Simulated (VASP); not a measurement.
# BN (Fm-3m) in VASP: a series of runs, part 2 of 2

VASP 6.6.1. Earlier steps stand in the parts before.

## (3) Single point, PBE0

This run uses another cell than the first one, of 5.32 Å³/atom.

POSCAR

```
BN
1.0
    0.0000000000      1.7458259068      1.7458259068
    1.7458259068      0.0000000000      1.7458259068
    1.7458259068      1.7458259068      0.0000000000
B N
1 1
Direct
    0.0000000000      0.0000000000      0.0000000000
    0.5000000000      0.5000000000      0.5000000000
```

INCAR.step1

```
PREC     = Accurate       # precision mode
ENCUT    = 520            # plane-wave cutoff, eV
EDIFF    = 1E-5           # SCF threshold, eV
ISMEAR   = 0              # smearing method
SIGMA    = 0.01           # smearing width, eV
LREAL    = False          # projectors in reciprocal space
LASPH    = True           # aspherical terms in the spheres
NELM     = 100            # most SCF steps
ALGO     = Normal         # electronic algorithm
ISIF     = 2              # what is computed and relaxed
LWAVE    = True           # write WAVECAR
GGA      = PE             # functional
NBANDS   = 11             # bands
```

INCAR.step2

```
PREC     = Accurate       # precision mode
ENCUT    = 520            # plane-wave cutoff, eV
EDIFF    = 1E-6           # SCF threshold, eV
ISMEAR   = 0              # smearing method
SIGMA    = 0.01           # smearing width, eV
LREAL    = False          # projectors in reciprocal space
LASPH    = True           # aspherical terms in the spheres
NELM     = 100            # most SCF steps
ALGO     = Normal         # electronic algorithm
ISIF     = 2              # what is computed and relaxed
LWAVE    = False          # write WAVECAR
LCHARG   = True           # write CHGCAR
GGA      = PE             # functional
LHFCALC  = True           # exact exchange
AEXX     = 0.25           # exact-exchange fraction
PRECFOCK = Normal       
LELF     = True           # ELF
LVHAR    = True         
ISTART   = 1            
NBANDS   = 11             # bands
```

KPOINTS

```
regular mesh
0
Gamma
  8 8 8
```

Potentials or basis: VASP PAW PBE potentials, release 64 (B, N).

Run with:

```
$ cat potpaw_PBE.64/B/POTCAR potpaw_PBE.64/N/POTCAR > POTCAR
$ cp INCAR.step1 INCAR
$ mpirun -np 1 vasp_std > vasp.out
$ cp INCAR.step2 INCAR
$ mpirun -np 1 vasp_std > vasp.out
```

OUTCAR:

```text
PREC = Accurate
   ENCUT = 520
   EDIFF = 1E-6
   ISMEAR = 0
   LREAL = False
   LASPH = True
   NELM = 100
   ISIF = 2
   GGA = PE
   LHFCALC = True
   AEXX = 0.25
   PRECFOCK = Normal
   ISTART = 1

 ion  position               nearest neighbor table
   1  0.000  0.000  0.000-   2 1.75   2 1.75   2 1.75   2 1.75   2 1.75   2 1.75
   2  0.500  0.500  0.500-   1 1.75   1 1.75   1 1.75   1 1.75   1 1.75   1 1.75

  LATTYP: Found a face centered cubic cell.
 ALAT       =     3.4916518136

  Lattice vectors:

 A1 = (   0.0000000000,   1.7458259068,   1.7458259068)
 A2 = (   1.7458259068,   0.0000000000,   1.7458259068)
 A3 = (   1.7458259068,   1.7458259068,   0.0000000000)

Analysis of symmetry for initial positions (statically):
=====================================================================
 Subroutine PRICEL returns:
 Original cell was already a primitive cell.

 Routine SETGRP: Setting up the symmetry group for a
 face centered cubic supercell.

 Subroutine GETGRP returns: Found 48 space group operations
 (whereof 48 operations were pure point group operations)
 out of a pool of 48 trial point group operations.

The static configuration has the point symmetry O_h .

Analysis of symmetry for dynamics (positions and initial velocities):
=====================================================================
 Subroutine PRICEL returns:
 Original cell was already a primitive cell.

 Routine SETGRP: Setting up the symmetry group for a
 face centered cubic supercell.

 Subroutine GETGRP returns: Found 48 space group operations
 (whereof 48 operations were pure point group operations)
 out of a pool of 48 trial point group operations.

The dynamic configuration has the point symmetry O_h .

 Subroutine INISYM returns: Found 48 space group operations
 (whereof 48 operations are pure point group operations),
 and found     1 'primitive' translations

----------------------------------------------------------------------------------------

                                     Primitive cell

  volume of cell :      10.6422

  direct lattice vectors                    reciprocal lattice vectors
     0.000000000  1.745825907  1.745825907    -0.286397400  0.286397400  0.286397400
     1.745825907  0.000000000  1.745825907     0.286397400 -0.286397400  0.286397400
     1.745825907  1.745825907  0.000000000     0.286397400  0.286397400 -0.286397400

  length of vectors
     2.468970675  2.468970675  2.468970675     0.496054847  0.496054847  0.496054847

  position of ions in fractional coordinates (direct lattice)
     0.000000000  0.000000000  0.000000000
     0.500000000  0.500000000  0.500000000

  ion indices of the primitive-cell ions
   primitive index   ion index
                 1           1
                 2           2

----------------------------------------------------------------------------------------

 KPOINTS: regular mesh

Automatic generation of k-mesh.
 Grid dimensions read from file:
 generate k-points for:    8    8    8

 Generating k-lattice:

  Cartesian coordinates                     Fractional coordinates (reciprocal lattice)
    -0.035799675  0.035799675  0.035799675     0.125000000  0.000000000  0.000000000
     0.035799675 -0.035799675  0.035799675     0.000000000  0.125000000  0.000000000
[... 43 lines left out ...]
   dimension x,y,z NGX =    18 NGY =   18 NGZ =   18
   dimension x,y,z NGXF=    36 NGYF=   36 NGZF=   36
   ions per type =               1   1
   NGX,Y,Z   is equivalent  to a cutoff of  12.12, 12.12, 12.12 a.u.
   NGXF,Y,Z  is equivalent  to a cutoff of  24.24, 24.24, 24.24 a.u.
 SYSTEM =  unknown system
   PREC   = accura    normal or accurate (medium, high low for compatibility)
   ISTART =      1    job   : 0-new  1-cont  2-samecut
   ICHARG =      0    charge: 1-file 2-atom 10-const
   ISPIN  =      1    spin polarized calculation?
   LNONCOLLINEAR =      F non collinear calculations
   LSORBIT =      F    spin-orbit coupling
   LASPH  =      T    aspherical Exc in radial PAW
   ENCUT  =  520.0 eV  38.22 Ry    6.18 a.u.   4.59  4.59  4.59*2*pi/ulx,y,z
   NELM   =    100;   NELMIN=  2; NELMDL=  0     # of ELM steps
   EDIFF  = 0.1E-05   stopping-criterion for ELM
   LREAL  =      F    real-space projection
   EDIFFG = 0.1E-04   stopping-criterion for IOM
   NSW    =      0    number of steps for IOM
   IBRION =     -1    ionic relax: 0-MD 1-quasi-New 2-CG
   NFREE  =      0    steps in history (QN), initial steepest desc. (CG)
   ISIF   =      2    stress and relaxation
   ISYM   =      3    0-nonsym 1-usesym 2-fastsym
   POTIM  = 0.5000    time-step for ionic-motion
   TEBEG  =    0.0;   TEEND  =   0.0 temperature during run
   PSTRESS=    0.0 pullay stress
   NELECT =       8.0000    total number of electrons
   NUPDOWN=      -1.0000    fix difference up-down
   EMIN   =  10.00;   EMAX   =-10.00  energy-range for DOS
   EFERMI =   0.00;   METHOD = LEGACY
   ISMEAR =     0;   SIGMA  =   0.01  broadening in eV -4-tet -1-fermi 0-gaus
   EFERMI_NEDOS =   21; number of points for ismear=-14 and -15
   IALGO  =     38    algorithm
   IMIX   =      1    mixing-type and parameters
     AMIX     =   0.40;   BMIX     =  1.00
     AMIX_MAG =   1.60;   BMIX_MAG =  1.00
  volume/ion in A,a.u.               =       5.32        35.91
  Fermi-wavevector in a.u.,A,eV,Ry     =   1.488540  2.812933 30.147134  2.215752
  Thomas-Fermi vector in A             =   2.601562
   LORBIT       =      0    0 simple, 1 ext, 2 COOP (PROOUT), +10 PAW based schemes
   GGA     = PE    functional components
   LHFCALC =     T    Hartree Fock is set to
   PRECFOCK=normal    Normal, Fast or Accurate (Low or Medium for compatibility)
   ENCUT4O =  -1.0   cutoff for four orbital integrals eV
   NKREDX  =     1    reduce k-point grid by
   NKREDY  =     1    reduce k-point grid by
   NKREDZ  =     1    reduce k-point grid by
   AEXX    =    0.2500 exact exchange contribution
   HFSCREEN=    0.0000 screening length (either q_TF or 0.3 A-1)
   HFSCREENC=   0.0000 screening length for correlation (either q_TF or 0.3 A-1)
   ENCUTFOCK=  -1.0 apply spherical cutoff to Coloumb kernel
   IVDW    =     0    specifies the selected vdW correction
   LEPSILON=     F    determine dielectric tensor
   LRPA    =     F    only Hartree local field effects (RPA)
 non-spin polarized calculation
 Gauss-broadening in eV      SIGMA  =   0.01
  energy-cutoff  :      520.00
  volume of cell :       10.64
 maximum number of plane-waves:       302
  NGX = 14; NGY = 14; NGZ = 14

 number of electron       7.9999998 magnetization

 Free energy of the ion-electron system (eV)
  ---------------------------------------------------
  ext. energy  EPLUGINS =         0.00000000
  ---------------------------------------------------
  free energy    TOTEN  =       -17.53114192 eV

  energy without entropy =      -17.53114192  energy(sigma->0) =      -17.53114192

 E-fermi :   9.3738     XC(G=0): -10.7854

 val. band max:        9.3207228952   @ k =  -0.2500   0.1250   0.0000
 cond. band min:      12.3946591622   @ k =   0.5000   0.5000   0.0000
 fundamental gap:      3.0739362670
 Fermi energy:         9.3737830804

 k-point     1 :       0.0000    0.0000    0.0000
  band No.  band energies     occupation
      1     -15.2788      2.00000
      2       8.3784      2.00000
      3       8.3784      2.00000
      4       8.3784      2.00000
      5      21.0913      0.00000
      6      24.3217      0.00000
      7      24.3217      0.00000
      8      24.3217      0.00000
      9      30.2466      0.00000
     10      30.2466      0.00000
     11      30.2466      0.00000
[... 309 lines left out ...]
 k-point    24 :      -0.3750    0.2500    0.1250
  band No.  band energies     occupation
      1      -8.5142      2.00000
      2      -3.3026      2.00000
      3       3.3638      2.00000
      4       5.6111      2.00000
      5      17.6779      0.00000
      6      18.3573      0.00000
      7      23.6203      0.00000
      8      27.1853      0.00000
      9      32.9560      0.00000
     10      34.8356      0.00000
     11      44.9242      0.00000

 [... further k-points ...]
[... 5 lines left out ...]
  --------------------------------------------------------------------------------------
  -------------------------------------------------------------------------------------
  Total       -0.5496486     -0.5496486     -0.5496486      0.0000000      0.0000000     -0.0000000
  in kB      -82.7490356    -82.7490356    -82.7490356      0.0000000      0.0000000     -0.0000000
  external PRESSURE =     -82.7490356 kB  Pullay stress =       0.0000000 kB

 VOLUME and BASIS-vectors are now :
 -----------------------------------------------------------------------------
  energy-cutoff  :      520.00
  volume of cell :       10.64
      direct lattice vectors                 reciprocal lattice vectors
     0.000000000  1.745825907  1.745825907    -0.286397400  0.286397400  0.286397400
     1.745825907  0.000000000  1.745825907     0.286397400 -0.286397400  0.286397400
     1.745825907  1.745825907  0.000000000     0.286397400  0.286397400 -0.286397400

 POSITION                                       TOTAL-FORCE (eV/Angst)
 -----------------------------------------------------------------------------------
      0.00000      0.00000      0.00000         0.000000      0.000000      0.000000
      1.74583      1.74583      1.74583        -0.000000     -0.000000     -0.000000
 -----------------------------------------------------------------------------------
    total drift:                                0.000000      0.000000      0.000000

  FREE ENERGIE OF THE ION-ELECTRON SYSTEM (eV)
  ---------------------------------------------------
  free  energy   TOTEN  =       -17.5311419249 eV

  energy  without entropy=      -17.5311419249  energy(sigma->0) =      -17.53114192
```

Wall time 11 min (1 thread of Intel Xeon 8259CL, shared host); peak memory 0.13 GiB.

Results:

* Free energy: -17.5311 eV
* Pressure: -8.3 GPa
* Band gap on the k mesh: 3.07 eV (least direct gap 7.99 eV)

Levels at points of the mesh, in eV from the valence-band top:
```
           k point  band 1  band 2  band 3  band 4  band 5  band 6  band 7  band 8  band 9
(0.00, 0.00, 0.00)  -24.60   -0.94   -0.94   -0.94   11.77   15.00   15.00   15.00   20.93
(0.50, 0.00, 0.00)  -19.01  -13.76   -0.59   -0.59    7.39    7.39    9.59   16.72   25.53
(0.50, 0.50, 0.00)  -15.99  -12.92   -6.09   -6.09    3.07   10.82   17.81   17.81   19.59
```

Caveat: the cell stands under tension; the PAW data sets were made with another functional, which shifts forces and pressure a little. A k mesh can miss the band edges.

## (4) Single point, HF

This run uses another cell than the first one, of 5.32 Å³/atom.

POSCAR is that of step 3.

INCAR.step1

```
SYSTEM = BN
PREC = Accurate
ENCUT = 520
EDIFF = 1E-5
ISMEAR = 0
SIGMA = 0.01
LREAL = .FALSE.
LASPH = .TRUE.
NELM = 60
ALGO = Normal
ISIF = 2
LWAVE = .TRUE.
LCHARG = .FALSE.
NBANDS = 11
GGA = PE
```

INCAR.step2

```
SYSTEM = BN
PREC = Accurate
ENCUT = 520
EDIFF = 1E-6
ISMEAR = 0
SIGMA = 0.01
LREAL = .FALSE.
LASPH = .TRUE.
NELM = 60
ALGO = Normal
ISIF = 2
LWAVE = .FALSE.
LCHARG = .FALSE.
GGA = PE
LHFCALC = .TRUE.
AEXX = 1.0
ALDAC = 0.0
AGGAC = 0.0
PRECFOCK = Normal
NBANDS = 11
ISTART = 1
```

KPOINTS

```
regular mesh
0
G
  8 8 8
  0 0 0
```

Run with:

```
$ cat potpaw_PBE.64/B/POTCAR potpaw_PBE.64/N/POTCAR > POTCAR
$ cp INCAR.step1 INCAR
$ mpirun -np 1 vasp_std > vasp.out
$ cp INCAR.step2 INCAR
$ mpirun -np 1 vasp_std > vasp.out
```

It took 18 min on 1 thread of Intel Xeon 8259CL, shared host; peak memory 0.13 GiB.

The run converged. Its results:

| Quantity | Value |
| --- | --- |
| Free energy | -25.0745 eV |
| Pressure | -9.6 GPa |
| Band gap on the k mesh | 9.15 eV (least direct gap 15.11 eV) |

Levels at points of the mesh, in eV from the valence-band top:
| k point | band 1 | band 2 | band 3 | band 4 | band 5 | band 6 | band 7 | band 8 |
| --- | --- | --- | --- | --- | --- | --- | --- | --- |
| (0.00, 0.00, 0.00) | -30.47 | -1.22 | -1.22 | -1.22 | 19.92 | 23.93 | 23.93 | 23.93 |
| (0.50, 0.00, 0.00) | -23.87 | -16.80 | -0.71 | -0.71 | 14.40 | 14.40 | 17.14 | 25.84 |
| (0.50, 0.50, 0.00) | -20.41 | -15.53 | -7.37 | -7.37 | 9.15 | 17.77 | 27.35 | 27.35 |

Caveat: the cell stands under tension; the PAW data sets were made with another functional, which shifts forces and pressure a little. A k mesh can miss the band edges.

## (5) The runs side by side

| task | level | cell | k mesh | cutoff (eV) | smearing | grid for exact exchange (PRECFOCK) | share of exact exchange | gap on the mesh (eV) | pressure (GPa) |
| --- | --- | --- | --- | --- | --- | --- | --- | --- | --- |
| relaxation of cell and atoms | r2SCAN | relaxed from a = 2.477 Å, angles 60.0°, 2 atoms | 12 × 12 × 12 | 600 | fermi-dirac 0.02 eV | - | - | 1.32 | 0.0 |
| single point | PBE0 | a = 2.469 Å, angles 60.0°, 2 atoms | 8 × 8 × 8 | 520 | gaussian 0.01 eV | Normal | 0.25 | 3.07 | -8.3 |
| single point | HF | a = 2.469 Å, angles 60.0°, 2 atoms | 8 × 8 × 8 | 520 | gaussian 0.01 eV | Normal | 1 | 9.15 | -9.6 |

Alike in all rows: potentials or basis VASP PAW PBE potentials, release 64 (B, N); no spin polarisation.

Caveats: the PAW data sets were made with another functional, which shifts forces and pressure a little; the cell stands under tension (at least some runs).

Absolute energies hang on the potentials; compare differences alone.
